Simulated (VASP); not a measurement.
# ZnO (P4_2/mnm) in VASP: further runs

The runs below take ZnO through single point, with PBE.

All numbers are computed with VASP 6.6.1; they aren't measurements. Logs are shortened: lines on timing, memory, paths and dates and some standing lists are left out, and cuts for length are marked.

**1. The cell of the first run**

The structure is tetragonal, space group P4_2/mnm (No. 136). Conventional cell: a = 5.598 Å, b = 5.598 Å, c = 3.281 Å, α = 90.00°, β = 90.00°, γ = 90.00°. Within 2.6 Å of Zn (site symmetry m2m) lie 4 O at 1.96 to 2.04 Å. O (site symmetry m2m) has 4 Zn at 1.96 to 2.04 Å within 2.6 Å.

**2. Single point, PBE**

The input, INCAR:

```
PREC = Accurate
ENCUT = 520
EDIFF = 1E-6
ISMEAR = 0
SIGMA = 0.1
LREAL = False
LASPH = True
NELM = 80
ALGO = Normal
ISIF = 2
LWAVE = False
LCHARG = True
GGA = PE
LELF = True
LVHAR = True
NBANDS = 46
```

The input, KPOINTS:

```
regular mesh
0
Gamma
  4 4 6
```

The input, POSCAR:

```
ZnO
1.0
    5.5981771261      0.0000000000      0.0000000000
    0.0000000000      5.5981771261      0.0000000000
    0.0000000000      0.0000000000      3.2810318145
Zn O
4 4
Direct
    0.1819135021      0.1819135021      0.5000000000
    0.8180864979      0.8180864979      0.5000000000
    0.6819135021      0.3180864979      0.0000000000
    0.3180864979      0.6819135021      0.0000000000
    0.8181652891      0.1818347109      0.5000000000
    0.1818347109      0.8181652891      0.5000000000
    0.6818347109      0.6818347109      0.0000000000
    0.3181652891      0.3181652891      0.0000000000
```

Potentials or basis: VASP PAW PBE potentials, release 64 (Zn, O).

Run with:

```
cat potpaw_PBE.64/Zn/POTCAR potpaw_PBE.64/O/POTCAR > POTCAR
mpirun -np 1 vasp_std > vasp.out
```

OUTCAR:

```text
PREC = Accurate
   ENCUT = 520
   EDIFF = 1E-6
   ISMEAR = 0
   LREAL = False
   LASPH = True
   NELM = 80
   ISIF = 2
   GGA = PE

 ion  position               nearest neighbor table
   1  0.182  0.182  0.500-   8 1.96   8 1.96   5 2.04   6 2.04   2 2.88
   2  0.818  0.818  0.500-   7 1.96   7 1.96   5 2.04   6 2.04   1 2.88
   3  0.682  0.318  0.000-   5 1.96   5 1.96   8 2.04   7 2.04   4 2.88
   4  0.318  0.682  0.000-   6 1.96   6 1.96   8 2.04   7 2.04   3 2.88
   5  0.818  0.182  0.500-   3 1.96   3 1.96   1 2.04   2 2.04
   6  0.182  0.818  0.500-   4 1.96   4 1.96   1 2.04   2 2.04
   7  0.682  0.682  0.000-   2 1.96   2 1.96   4 2.04   3 2.04
   8  0.318  0.318  0.000-   1 1.96   1 1.96   4 2.04   3 2.04

  LATTYP: Found a simple tetragonal cell.
 ALAT       =     5.5981771261
 C/A-ratio  =     0.5860893181

  Lattice vectors:

 A1 = (   5.5981771261,   0.0000000000,   0.0000000000)
 A2 = (   0.0000000000,   5.5981771261,   0.0000000000)
 A3 = (   0.0000000000,   0.0000000000,   3.2810318145)

Analysis of symmetry for initial positions (statically):
=====================================================================
 Subroutine PRICEL returns:
 Original cell was already a primitive cell.

 Routine SETGRP: Setting up the symmetry group for a
 simple tetragonal supercell.

 Subroutine GETGRP returns: Found 16 space group operations
 (whereof  8 operations were pure point group operations)
 out of a pool of 16 trial point group operations.

The static configuration has the point symmetry D_2h.
 The point group associated with its full space group is D_4h.

Analysis of symmetry for dynamics (positions and initial velocities):
=====================================================================
 Subroutine PRICEL returns:
 Original cell was already a primitive cell.

 Routine SETGRP: Setting up the symmetry group for a
 simple tetragonal supercell.

 Subroutine GETGRP returns: Found 16 space group operations
 (whereof  8 operations were pure point group operations)
 out of a pool of 16 trial point group operations.

The dynamic configuration has the point symmetry D_2h.
 The point group associated with its full space group is D_4h.

 Subroutine INISYM returns: Found 16 space group operations
 (whereof  8 operations are pure point group operations),
 and found     1 'primitive' translations

----------------------------------------------------------------------------------------

                                     Primitive cell

  volume of cell :     102.8262

  direct lattice vectors                    reciprocal lattice vectors
     5.598177126  0.000000000  0.000000000     0.178629575  0.000000000  0.000000000
     0.000000000  5.598177126  0.000000000     0.000000000  0.178629575  0.000000000
     0.000000000  0.000000000  3.281031814     0.000000000  0.000000000  0.304782171

  length of vectors
     5.598177126  5.598177126  3.281031814     0.178629575  0.178629575  0.304782171

  position of ions in fractional coordinates (direct lattice)
     0.181913502  0.181913502  0.500000000
     0.818086498  0.818086498  0.500000000
     0.681913502  0.318086498  0.000000000
     0.318086498  0.681913502  0.000000000
     0.818165289  0.181834711  0.500000000
     0.181834711  0.818165289  0.500000000
     0.681834711  0.681834711  0.000000000
     0.318165289  0.318165289  0.000000000

  ion indices of the primitive-cell ions
   primitive index   ion index
                 1           1
                 2           2
                 3           3
                 4           4
                 5           5
                 6           6
                 7           7
                 8           8

----------------------------------------------------------------------------------------

 KPOINTS: regular mesh

Automatic generation of k-mesh.
 Grid dimensions read from file:
 generate k-points for:    4    4    6

 Generating k-lattice:

  Cartesian coordinates                     Fractional coordinates (reciprocal lattice)
     0.044657394  0.000000000  0.000000000     0.250000000  0.000000000  0.000000000
     0.000000000  0.044657394  0.000000000     0.000000000  0.250000000  0.000000000
     0.000000000  0.000000000  0.050797029     0.000000000  0.000000000  0.166666667

  Length of vectors
     0.044657394  0.044657394  0.050797029

  Shift w.r.t. Gamma in fractional coordinates (k-lattice)
     0.000000000  0.000000000  0.000000000

 Subroutine IBZKPT returns following result:
 ===========================================

 Found     24 irreducible k-points:

 Following reciprocal coordinates:
            Coordinates               Weight
  0.000000  0.000000  0.000000      1.000000
  0.250000  0.000000  0.000000      4.000000
  0.500000  0.000000  0.000000      2.000000
  0.250000  0.250000  0.000000      4.000000
  0.500000  0.250000  0.000000      4.000000
  0.500000  0.500000  0.000000      1.000000
[... 16 lines left out ...]
  0.500000  0.250000  0.500000      4.000000
  0.500000  0.500000  0.500000      1.000000
   k-points           NKPTS =     24   k-points in BZ     NKDIM =     24   number of bands    NBANDS=     46
   number of dos      NEDOS =    301   number of ions     NIONS =      8
   total plane-waves  NPLWV =  42336
   dimension x,y,z NGX =    42 NGY =   42 NGZ =   24
   dimension x,y,z NGXF=    84 NGYF=   84 NGZF=   48
   ions per type =               4   4
   NGX,Y,Z   is equivalent  to a cutoff of  12.47, 12.47, 12.16 a.u.
   NGXF,Y,Z  is equivalent  to a cutoff of  24.95, 24.95, 24.32 a.u.
 SYSTEM =  unknown system
   PREC   = accura    normal or accurate (medium, high low for compatibility)
   ISTART =      0    job   : 0-new  1-cont  2-samecut
   ICHARG =      2    charge: 1-file 2-atom 10-const
   ISPIN  =      1    spin polarized calculation?
   LNONCOLLINEAR =      F non collinear calculations
   LSORBIT =      F    spin-orbit coupling
   LASPH  =      T    aspherical Exc in radial PAW
   ENCUT  =  520.0 eV  38.22 Ry    6.18 a.u.  10.41 10.41  6.10*2*pi/ulx,y,z
   NELM   =     80;   NELMIN=  2; NELMDL= -5     # of ELM steps
   EDIFF  = 0.1E-05   stopping-criterion for ELM
   LREAL  =      F    real-space projection
   EDIFFG = 0.1E-04   stopping-criterion for IOM
   NSW    =      0    number of steps for IOM
   IBRION =     -1    ionic relax: 0-MD 1-quasi-New 2-CG
   NFREE  =      0    steps in history (QN), initial steepest desc. (CG)
   ISIF   =      2    stress and relaxation
   ISYM   =      2    0-nonsym 1-usesym 2-fastsym
   POTIM  = 0.5000    time-step for ionic-motion
   TEBEG  =    0.0;   TEEND  =   0.0 temperature during run
   PSTRESS=    0.0 pullay stress
   NELECT =      72.0000    total number of electrons
   NUPDOWN=      -1.0000    fix difference up-down
   EMIN   =  10.00;   EMAX   =-10.00  energy-range for DOS
   EFERMI =   0.00;   METHOD = LEGACY
   ISMEAR =     0;   SIGMA  =   0.10  broadening in eV -4-tet -1-fermi 0-gaus
   EFERMI_NEDOS =   21; number of points for ismear=-14 and -15
   IALGO  =     38    algorithm
   IMIX   =      4    mixing-type and parameters
     AMIX     =   0.40;   BMIX     =  1.00
     AMIX_MAG =   1.60;   BMIX_MAG =  1.00
  volume/ion in A,a.u.               =      12.85        86.74
  Fermi-wavevector in a.u.,A,eV,Ry     =   1.453732  2.747156 28.753702  2.113337
  Thomas-Fermi vector in A             =   2.570965
   LORBIT       =      0    0 simple, 1 ext, 2 COOP (PROOUT), +10 PAW based schemes
   GGA     = PE    functional components
   LHFCALC =     F    Hartree Fock is set to
   AEXX    =    0.0000 exact exchange contribution
   IVDW    =     0    specifies the selected vdW correction
   LEPSILON=     F    determine dielectric tensor
   LRPA    =     F    only Hartree local field effects (RPA)
 non-spin polarized calculation
 Gauss-broadening in eV      SIGMA  =   0.10
  energy-cutoff  :      520.00
  volume of cell :      102.83
 maximum number of plane-waves:      2804
 NGX is ok and might be reduce to    42
   NGX = 21   NGY = 21   NGZ = 13

 number of electron      71.9999965 magnetization

 Free energy of the ion-electron system (eV)
  ---------------------------------------------------
  ext. energy  EPLUGINS =         0.00000000
  ---------------------------------------------------
  free energy    TOTEN  =       -35.53284396 eV

  energy without entropy =      -35.53284396  energy(sigma->0) =      -35.53284396

 E-fermi :   1.0750     XC(G=0): -10.4310

 val. band max:        0.6998189517   @ k =   0.0000   0.0000   0.0000
 cond. band min:       1.4508613533   @ k =   0.0000   0.0000   0.0000
 fundamental gap:      0.7510424016
 Fermi energy:         1.0749971358

 k-point     1 :       0.0000    0.0000    0.0000
  band No.  band energies     occupation
      1     -17.1537      2.00000
      2     -16.4919      2.00000
      3     -16.4919      2.00000
      4     -16.4141      2.00000
      5      -5.3984      2.00000
      6      -5.2158      2.00000
[... 38 lines left out ...]
     45      10.8232      0.00000
     46      12.8384      0.00000

 k-point     2 :       0.2500    0.0000    0.0000
  band No.  band energies     occupation
      1     -17.0761      2.00000
      2     -16.6398      2.00000
      3     -16.4633      2.00000
      4     -16.3765      2.00000
      5      -5.3927      2.00000
      6      -5.2575      2.00000
[... 38 lines left out ...]
     45      11.5275      0.00000
     46      12.1044      0.00000

 k-point     3 :       0.5000    0.0000    0.0000
  band No.  band energies     occupation
      1     -16.8760      2.00000
      2     -16.8760      2.00000
      3     -16.4037      2.00000
      4     -16.4037      2.00000
      5      -5.3410      2.00000
      6      -5.3410      2.00000
[... 38 lines left out ...]
     45      11.6249      0.00000
     46      11.6249      0.00000

 k-point     4 :       0.2500    0.2500    0.0000
  band No.  band energies     occupation
      1     -17.0055      2.00000
      2     -16.6626      2.00000
      3     -16.5053      2.00000
      4     -16.3865      2.00000
      5      -5.4111      2.00000
      6      -5.3093      2.00000
[... 920 lines left out ...]
     45       9.5804      0.00000
     46      10.3704      0.00000

 k-point    23 :       0.5000    0.2500    0.5000
  band No.  band energies     occupation
      1     -16.5428      2.00000
      2     -16.5428      2.00000
      3     -16.3006      2.00000
      4     -16.3006      2.00000
      5      -5.1485      2.00000
      6      -5.1485      2.00000
[... 38 lines left out ...]
     45      10.2531      0.00000
     46      10.2531      0.00000

 k-point    24 :       0.5000    0.5000    0.5000
  band No.  band energies     occupation
      1     -16.5350      2.00000
      2     -16.5350      2.00000
      3     -16.3045      2.00000
      4     -16.3045      2.00000
      5      -5.2164      2.00000
      6      -5.2164      2.00000
[... 38 lines left out ...]
     45      10.9749      0.00000
     46      10.9749      0.00000

------------------------ aborting loop because EDIFF is reached ----------------------------------------

  FORCE on cell =-STRESS in cart. coord.  units (eV):
  Direction    XX          YY          ZZ          XY          YZ          ZX
  --------------------------------------------------------------------------------------
  -------------------------------------------------------------------------------------
  Total        0.6960797      0.6960797      0.8461988      0.0000000      0.0000000      0.0000000
  in kB       10.8459064     10.8459064     13.1849733      0.0000000      0.0000000      0.0000000
  external PRESSURE =      11.6255954 kB  Pullay stress =       0.0000000 kB

 VOLUME and BASIS-vectors are now :
 -----------------------------------------------------------------------------
  energy-cutoff  :      520.00
  volume of cell :      102.83
      direct lattice vectors                 reciprocal lattice vectors
     5.598177126  0.000000000  0.000000000     0.178629575  0.000000000  0.000000000
     0.000000000  5.598177126  0.000000000     0.000000000  0.178629575  0.000000000
     0.000000000  0.000000000  3.281031814     0.000000000  0.000000000  0.304782171

 POSITION                                       TOTAL-FORCE (eV/Angst)
 -----------------------------------------------------------------------------------
      1.01838      1.01838      1.64052        -0.010692     -0.010692     -0.000000
      4.57979      4.57979      1.64052         0.010692      0.010692      0.000000
      3.81747      1.78070      0.00000        -0.010692      0.010692      0.000000
      1.78070      3.81747      0.00000         0.010692     -0.010692     -0.000000
      4.58023      1.01794      1.64052         0.009998     -0.009998      0.000000
      1.01794      4.58023      1.64052        -0.009998      0.009998      0.000000
      3.81703      3.81703      0.00000        -0.009998     -0.009998      0.000000
      1.78115      1.78115      0.00000         0.009998      0.009998      0.000000
 -----------------------------------------------------------------------------------
    total drift:                                0.000000      0.000000      0.000000

  FREE ENERGIE OF THE ION-ELECTRON SYSTEM (eV)
  ---------------------------------------------------
  free  energy   TOTEN  =       -35.5328439582 eV

  energy  without entropy=      -35.5328439573  energy(sigma->0) =      -35.53284396
```

Wall time 90 s (1 thread of Intel Xeon Platinum 8488C (Sapphire Rapids), shared host); peak memory 0.23 GiB.

What came out:

- Free energy: -35.5328 eV
- Pressure: 1.2 GPa
- Largest force: 0.015 eV/Å
- Band gap on the k mesh: 0.75 eV

Forces in eV/Å, atoms in the order of the input:
```
Zn  -0.011 -0.011  0.000
Zn   0.011  0.011  0.000
Zn  -0.011  0.011  0.000
Zn   0.011 -0.011  0.000
O    0.010 -0.010  0.000
O   -0.010  0.010  0.000
O   -0.010 -0.010  0.000
O    0.010  0.010  0.000
```

Levels at points of the mesh, in eV from the valence-band top:
```tsv
k point	band 32	band 33	band 34	band 35	band 36	band 37	band 38	band 39	band 40	band 41
(0.00, 0.00, 0.00)	-0.82	-0.44	-0.18	-0.18	0.00	0.75	5.13	5.13	6.90	7.26
(0.50, 0.00, 0.00)	-1.49	-0.48	-0.48	-0.40	-0.40	3.13	3.13	6.02	6.02	8.04
(0.50, 0.50, 0.00)	-1.06	-0.82	-0.82	-0.74	-0.74	4.18	4.18	4.61	4.61	8.39
(0.00, 0.00, 0.50)	-1.73	-1.70	-1.70	-1.27	-1.27	5.73	5.73	7.93	7.93	8.02
(0.50, 0.00, 0.50)	-1.79	-1.48	-1.48	-1.01	-1.01	5.81	5.81	6.75	6.75	7.68
(0.50, 0.50, 0.50)	-1.35	-1.31	-1.31	-1.26	-1.26	5.54	5.54	5.83	5.83	7.73
```

Caveat: semilocal functionals underestimate gaps, and a narrow one can read as zero.

**3. Single point, PBE (12.12 Å³/atom)**

This run uses another cell than the first one, of 12.12 Å³/atom.

The input, INCAR:

```
SYSTEM = ZnO
PREC = Accurate
ENCUT = 520
EDIFF = 1E-6
ISMEAR = 0
SIGMA = 0.02
LREAL = .FALSE.
LASPH = .TRUE.
NELM = 60
ALGO = Normal
ISIF = 2
LWAVE = .FALSE.
LCHARG = .FALSE.
GGA = PE
NBANDS = 46
```

The input, KPOINTS:

```
regular mesh
0
G
  6 6 8
  0 0 0
```

The input, POSCAR:

```
ZnO
1.0
    5.4452559325      0.0000000000      0.0000000000
    0.0000000000      5.4452559325      0.0000000000
    0.0000000000      0.0000000000      3.2697468638
Zn O
4 4
Direct
    0.1839781039      0.1839781039      0.5000000000
    0.8160218961      0.8160218961      0.5000000000
    0.6839781039      0.3160218961      0.0000000000
    0.3160218961      0.6839781039      0.0000000000
    0.8161383499      0.1838616501      0.5000000000
    0.1838616501      0.8161383499      0.5000000000
    0.6838616501      0.6838616501      0.0000000000
    0.3161383499      0.3161383499      0.0000000000
```

Potentials or basis: VASP PAW PBE potentials, release 64 (Zn, O).

Run with:

```
cat potpaw_PBE.64/Zn/POTCAR potpaw_PBE.64/O/POTCAR > POTCAR
mpirun -np 1 vasp_std > vasp.out
```

Run time: 2.4 min. Hardware: 1 thread of Intel Xeon Platinum 8488C (Sapphire Rapids), shared host; peak memory 0.29 GiB.

The run converged. Its results:

| Item | Value |
| --- | --- |
| Free energy | -35.3467 eV |
| Pressure | 9.1 GPa |
| Largest force | 0.011 eV/Å |
| Band gap on the k mesh | 0.86 eV |

Forces in eV/Å, atoms in the order of the input:
```
Zn  -0.008 -0.008  0.000
Zn   0.008  0.008  0.000
Zn  -0.008  0.008  0.000
Zn   0.008 -0.008  0.000
O    0.001 -0.001  0.000
O   -0.001  0.001  0.000
O   -0.001 -0.001  0.000
O    0.001  0.001  0.000
```

Stress tensor (GPa, compression positive):
```
8.99 0.00 0.00
0.00 8.99 0.00
0.00 0.00 9.46
```

Levels at points of the mesh, in eV from the valence-band top:
```csv
k point,band 34,band 35,band 36,band 37,band 38,band 39
"(0.00, 0.00, 0.00)",-0.14,-0.14,0.00,0.86,5.35,5.35
"(0.50, 0.00, 0.00)",-0.45,-0.43,-0.43,3.30,3.30,6.17
"(0.50, 0.50, 0.00)",-0.91,-0.69,-0.69,4.38,4.38,4.73
"(0.00, 0.00, 0.50)",-1.82,-1.30,-1.30,5.92,5.92,8.20
"(0.50, 0.00, 0.50)",-1.58,-1.04,-1.04,6.05,6.05,6.82
"(0.50, 0.50, 0.50)",-1.34,-1.32,-1.32,5.52,5.52,6.13
```

Caveat: the cell stands under pressure.

**4. Single point, PBE (12.51 Å³/atom)**

This run uses another cell than the first one, of 12.51 Å³/atom.

The input, INCAR:

```
PREC     = Accurate       # precision mode
ENCUT    = 520            # plane-wave cutoff, eV
EDIFF    = 1E-6           # SCF threshold, eV
ISMEAR   = 0              # smearing method
SIGMA    = 0.02           # smearing width, eV
LREAL    = False          # projectors in reciprocal space
LASPH    = True           # aspherical terms in the spheres
NELM     = 80             # most SCF steps
ALGO     = Normal         # electronic algorithm
ISIF     = 2              # what is computed and relaxed
LWAVE    = False          # write WAVECAR
LCHARG   = False          # write CHGCAR
GGA      = PE             # functional
NBANDS   = 46             # bands
```

The input, KPOINTS:

```
Automatic mesh
0
Gamma
  6 6 8
```

The input, POSCAR:

```
ZnO
1.0
    5.5319458773      0.0000000000      0.0000000000
    0.0000000000      5.5319458773      0.0000000000
    0.0000000000      0.0000000000      3.2691794578
Zn O
4 4
Direct
    0.1826309488      0.1826309488      0.5000000000
    0.8173690512      0.8173690512      0.5000000000
    0.6826309488      0.3173690512      0.0000000000
    0.3173690512      0.6826309488      0.0000000000
    0.8176587390      0.1823412610      0.5000000000
    0.1823412610      0.8176587390      0.5000000000
    0.6823412610      0.6823412610      0.0000000000
    0.3176587390      0.3176587390      0.0000000000
```

Run with:

```
cat potpaw_PBE.64/Zn/POTCAR potpaw_PBE.64/O/POTCAR > POTCAR
mpirun -np 1 vasp_std > vasp.out
```

Wall time 2.8 min (1 thread of Intel Xeon Platinum 8488C (Sapphire Rapids), shared host); peak memory 0.3 GiB.

It converged, with:

```
Free energy            : -35.4814 eV
Pressure               : 4.7 GPa
Largest force          : 0.007 eV/Å
Band gap on the k mesh : 0.79 eV
```

Forces on the atoms (eV/Å):
```
Zn  -0.001 -0.001  0.000
Zn   0.001  0.001  0.000
Zn  -0.001  0.001  0.000
Zn   0.001 -0.001  0.000
O   -0.005  0.005  0.000
O    0.005 -0.005  0.000
O    0.005  0.005  0.000
O   -0.005 -0.005  0.000
```

Stress tensor (GPa, compression positive):
```
4.65 0.00 0.00
0.00 4.65 0.00
0.00 0.00 4.90
```

Levels at points of the mesh, in eV from the valence-band top:
| k point | band 32 | band 33 | band 34 | band 35 | band 36 | band 37 | band 38 | band 39 | band 40 | band 41 |
| --- | --- | --- | --- | --- | --- | --- | --- | --- | --- | --- |
| (0.00, 0.00, 0.00) | -0.87 | -0.46 | -0.17 | -0.17 | 0.00 | 0.79 | 5.23 | 5.23 | 6.89 | 7.33 |
| (0.50, 0.00, 0.00) | -1.57 | -0.47 | -0.47 | -0.42 | -0.42 | 3.20 | 3.20 | 6.09 | 6.09 | 8.18 |
| (0.50, 0.50, 0.00) | -1.11 | -0.86 | -0.86 | -0.73 | -0.73 | 4.27 | 4.27 | 4.65 | 4.65 | 8.58 |
| (0.00, 0.00, 0.50) | -1.80 | -1.76 | -1.76 | -1.30 | -1.30 | 5.82 | 5.82 | 8.03 | 8.03 | 8.20 |
| (0.50, 0.00, 0.50) | -1.84 | -1.54 | -1.54 | -1.03 | -1.03 | 5.92 | 5.92 | 6.78 | 6.78 | 7.82 |
| (0.50, 0.50, 0.50) | -1.38 | -1.34 | -1.34 | -1.30 | -1.30 | 5.53 | 5.53 | 5.97 | 5.97 | 7.87 |

Caveat: the cell stands under pressure; semilocal functionals underestimate gaps, and a narrow one can read as zero.

[end of part 1 of 2]
